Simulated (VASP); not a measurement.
Input of a VASP 6.6.1 run:

Contents of INCAR:

```
SYSTEM = Si4Sn
PREC = Accurate
ENCUT = 520
EDIFF = 1E-6
ISMEAR = 0
SIGMA = 0.2
LREAL = .FALSE.
LASPH = .TRUE.
NELM = 100
ALGO = Normal
ISIF = 2
LWAVE = .FALSE.
LCHARG = .FALSE.
GGA = PE
NBANDS = 23
```

The input KPOINTS:

```
Automatic mesh
0
G
  5 5 3
  0 0 0
```

POSCAR

```
Si4Sn
1.0
    3.5159358743      0.0000000000      0.0000000000
    0.0000000000      3.5159358743      0.0000000000
    0.0000000000      0.0000000000      9.2725164450
Si Sn
4 1
Direct
    0.0000000000      0.0000000000      0.6933056571
    0.0000000000      0.0000000000      0.3066943429
    0.0000000000      0.5000000000      0.4999089942
    0.5000000000      0.0000000000      0.5000910058
    0.0000000000      0.0000000000      0.0000000000
```

Potentials or basis: VASP PAW PBE potentials, release 64 (Si, Sn_d).

Run with:

```sh
$ cat potpaw_PBE.64/Si/POTCAR potpaw_PBE.64/Sn_d/POTCAR > POTCAR
$ mpirun -np 1 vasp_std > vasp.out
```

(1) Estimate the pressure.

(2) What does it give for the band gap on the k mesh?

(3) What does it give for the largest force?

Answers

(1) -0.1 GPa.

(2) zero (band 15 reaches 7.03 eV, above the bottom of band 16 at 4.83 eV).

(3) 0.010 eV/Å.

Caveat: spin-orbit coupling is left out, which moves the levels of the heavy elements.
